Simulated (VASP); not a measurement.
A run of VASP 6.6.1:

The input POSCAR:

```
BN
1.0
    2.4913353509      0.0000000000      0.0000000000
   -1.2456676755      2.1575597032      0.0000000000
    0.0000000000      0.0000000000      4.0010591815
B N
2 2
Direct
    0.0000000000      0.0000000000      0.0000000000
    0.0000000000      0.0000000000      0.5000000000
    0.3333333333      0.6666666667      0.2500000000
    0.6666666667      0.3333333333      0.7500000000
```

Contents of INCAR.step1:

```
SYSTEM = BN
ALGO     = Normal         ! electronic algorithm
EDIFF    = 1E-4           ! SCF threshold, eV
ENCUT    = 520            ! plane-wave cutoff, eV
GGA      = PE             ! functional
ISMEAR   = 0              ! smearing method
LASPH    = .TRUE.         ! aspherical terms in the spheres
LCHARG   = .FALSE.        ! write CHGCAR
LREAL    = .FALSE.        ! projectors in reciprocal space
LWAVE    = .TRUE.         ! write WAVECAR
NBANDS   = 16             ! bands
NELM     = 80             ! most SCF steps
PREC     = Accurate       ! precision mode
SIGMA    = 0.01           ! smearing width, eV
```

The input INCAR.step2:

```
SYSTEM = BN
ALGO     = Normal         ! electronic algorithm
EDIFF    = 1E-6           ! SCF threshold, eV
ENCUT    = 520            ! plane-wave cutoff, eV
ISIF     = 2              ! what is computed and relaxed
ISMEAR   = 0              ! smearing method
ISTART   = 1            
LASPH    = .TRUE.         ! aspherical terms in the spheres
LCHARG   = .TRUE.         ! write CHGCAR
LELF     = .TRUE.         ! ELF
LMIXTAU  = .TRUE.       
LREAL    = .FALSE.        ! projectors in reciprocal space
LVHAR    = .TRUE.       
LWAVE    = .FALSE.        ! write WAVECAR
METAGGA  = R2SCAN         ! meta-GGA
NBANDS   = 16             ! bands
NELM     = 80             ! most SCF steps
PREC     = Accurate       ! precision mode
SIGMA    = 0.01           ! smearing width, eV
```

Contents of KPOINTS:

```
k-points
0
G
  12 12 6
  0 0 0
```

Potentials or basis: VASP PAW PBE potentials, release 64 (B, N).

Launch:

```console
$ cat potpaw_PBE.64/B/POTCAR potpaw_PBE.64/N/POTCAR > POTCAR
$ cp INCAR.step1 INCAR
$ mpirun -np 1 vasp_std > vasp.out
$ cp INCAR.step2 INCAR
$ mpirun -np 1 vasp_std > vasp.out
```

Hardware: 1 thread of AMD EPYC 9R45 96-Core Processor (Zen 5), on a shared host.

Q: Estimate the wall time of this run.

A: Wall time 59 s on 1 thread of AMD EPYC 9R45 96-Core Processor (Zen 5), with other jobs on the host, peak memory 0.12 GiB. Counts: k points 76.
